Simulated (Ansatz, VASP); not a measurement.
# One calculation of Be, two programs

INCAR

```
SYSTEM = Be
PREC     = Accurate       ! precision mode
ENCUT    = 520            ! plane-wave cutoff, eV
EDIFF    = 1E-6           ! SCF threshold, eV
ISMEAR   = 0              ! smearing method
SIGMA    = 0.15           ! smearing width, eV
LREAL    = .FALSE.        ! projectors in reciprocal space
LASPH    = .TRUE.         ! aspherical terms in the spheres
NELM     = 80             ! most SCF steps
ALGO     = Fast           ! electronic algorithm
ISIF     = 2              ! what is computed and relaxed
LWAVE    = .FALSE.        ! write WAVECAR
LCHARG   = .TRUE.         ! write CHGCAR
GGA      = PE             ! functional
IVDW     = 12             ! dispersion correction
LELF     = .TRUE.         ! ELF
LVHAR    = .TRUE.       
NBANDS   = 9              ! bands
```

KPOINTS

```
Automatic mesh
0
G
  24 24 12
  0 0 0
```

Contents of POSCAR:

```
Be
1.0
    2.2695515441      0.0000000000      0.0000000000
   -1.1347757721      1.9654892924      0.0000000000
    0.0000000000      0.0000000000      3.5876080252
Be
2
Direct
    0.2705566141      0.6666666667      0.2500000000
    0.7294433859      0.3333333333      0.7500000000
```

Input for Ansatz:

```yaml
crystal:
  lattice:
    - [2.2695515441, 0.0, 0.0]
    - [-1.1347757721, 1.9654892924, 0.0]
    - [0.0, 0.0, 3.5876080252]
  atoms:
    - { symbol: Be, position: [0.2705566141, 0.6666666667, 0.25] }
    - { symbol: Be, position: [0.7294433859, 0.3333333333, 0.75] }
basis:
  ecutwfc: 520.0
kpoints:
  mp_grid: { grid: [24, 24, 12] }
hamiltonian:
  xc: pbe
  dispersion: d3bj
scf:
  occupations: { method: gaussian, width: 0.15 }
output:
  forces: true
  stress: true
  eigenvalues: true
```

Change from the starting cell: mode 4 frozen in at -0.139 Å, equal normal strain along x, y and z +0.0250.

Alike in both runs: task single point; functional PBE; dispersion D3(BJ); k mesh 24 × 24 × 12; occupations gaussian, width 0.15 eV; no spin polarisation.

|  | VASP | Ansatz |
| --- | --- | --- |
| version | VASP 6.6.1 | Ansatz 0.2.0 |
| potentials or method | VASP PAW PBE potentials, release 64 (Be), cutoff 520 eV | scalar-relativistic, plane waves, PAW |
| valence electrons in the cell | 4 | 4 |

Ansatz gave:

| Quantity | Value |
| --- | --- |
| gap on the k mesh at the Fermi level (eV) | none |
| pressure (GPa) | -7.3 |
| traceless stress, the component that is largest in VASP (GPa) | 6.03 |
| rms of the force components (eV/Å) | 0.556 |

Which values does VASP return?

gap on the k mesh at the Fermi level (eV): none; pressure (GPa): -7.1; traceless stress, the component that is largest in VASP (GPa): 6.06; rms of the force components (eV/Å): 0.556.

Atom by atom the forces differ by 0.000 eV/Å (rms over components). A gap of «none» marks a metal or a gap that the smearing closes.
